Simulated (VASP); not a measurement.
Here is a VASP 6.6.1 calculation.

INCAR

```
SYSTEM = In3Se
PREC     = Accurate       ! precision mode
ENCUT    = 520            ! plane-wave cutoff, eV
EDIFF    = 1E-7           ! SCF threshold, eV
ISMEAR   = -1             ! smearing method
SIGMA    = 0.05           ! smearing width, eV
LREAL    = .False.        ! projectors in reciprocal space
LASPH    = .True.         ! aspherical terms in the spheres
NELM     = 80             ! most SCF steps
ALGO     = Normal         ! electronic algorithm
ISIF     = 2              ! what is computed and relaxed
LWAVE    = .False.        ! write WAVECAR
LCHARG   = .True.         ! write CHGCAR
GGA      = RE             ! functional
LELF     = .True.         ! ELF
LVHAR    = .True.       
NBANDS   = 30             ! bands
```

Contents of KPOINTS:

```
Automatic mesh
0
Gamma
  3 3 3
  0 0 0
```

The input POSCAR:

```
In3Se
1.0
    4.8037580000      0.0000000000      0.0000000000
    0.0000000000      4.8037580000      0.0000000000
    0.0000000000      0.0000000000      4.8037580000
In Se
3 1
Direct
    0.5000000000      0.5000000000      0.0000000000
    0.5000000000      0.0000000000      0.5000000000
    0.0000000000      0.5000000000      0.5000000000
    0.0000000000      0.0000000000      0.0000000000
```

Potentials or basis: VASP PAW PBE potentials, release 64 (In_d, Se).

Command:

```sh
$ cat potpaw_PBE.64/In_d/POTCAR potpaw_PBE.64/Se/POTCAR > POTCAR
$ mpirun -np 1 vasp_std > vasp.out
```

Question: What does it give for the band gap on the k mesh?

Answer: Zero (an odd number of electrons rules out a gap without spin polarisation).

Question: Predict the pressure.

Answer: 1.2 GPa.

Caveat: the k points lie up to 0.44 Å⁻¹ apart, too coarse for converged energies and pressures of a metal; the PAW data sets were made with another functional, which shifts forces and pressure a little; spin-orbit coupling is left out, which moves the levels of the heavy elements.
